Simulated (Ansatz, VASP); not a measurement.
## In2Sb3O: VASP beside Ansatz

```xyz
6
Lattice="3.8846 0.0000 0.0000 0.0000 3.8846 0.0000 0.0000 0.0000 10.4638" Properties=species:S:1:pos:R:3 pbc="T T T"
In    1.9423    0.0000    9.2558
In    0.0000    1.9423    1.2081
Sb    1.9423    1.9423    3.4951
Sb    1.9423    1.9423    6.9687
Sb    0.0000    0.0000    5.2319
O     0.0000    0.0000    0.0000
```

Alike in both runs: functional PBE; k mesh 8 × 8 × 4; occupations gaussian, width 0.1 eV; no spin polarisation.

Ansatz relaxed the structure, and its values are those at the end. VASP's run is a single point on that final structure, the one shown.

|  | VASP | Ansatz |
| --- | --- | --- |
| version | VASP 6.6.1 | Ansatz 0.2.0 |
| potentials or method | VASP PAW PBE potentials, release 64 (In_d, Sb, O), cutoff 520 eV | scalar-relativistic, plane waves, PAW |
| valence electrons in the cell | 47 | 77 |

```csv
,VASP,Ansatz,Ansatz less VASP
gap on the k mesh at the Fermi level (eV),none,none,-
pressure (GPa),0.0,0.0,+0.02
rms of the force components (eV/Å),0.007,0.000,-0.0069
```

A gap of «none» marks a metal or a gap that the smearing closes. With one functional, cell and mesh, what is left measures potentials, basis and numerics. VASP's potentials hold 47 valence electrons a cell and Ansatz's 77, so a difference there can come from the potentials and not from the codes.

Spin-orbit coupling is off throughout.
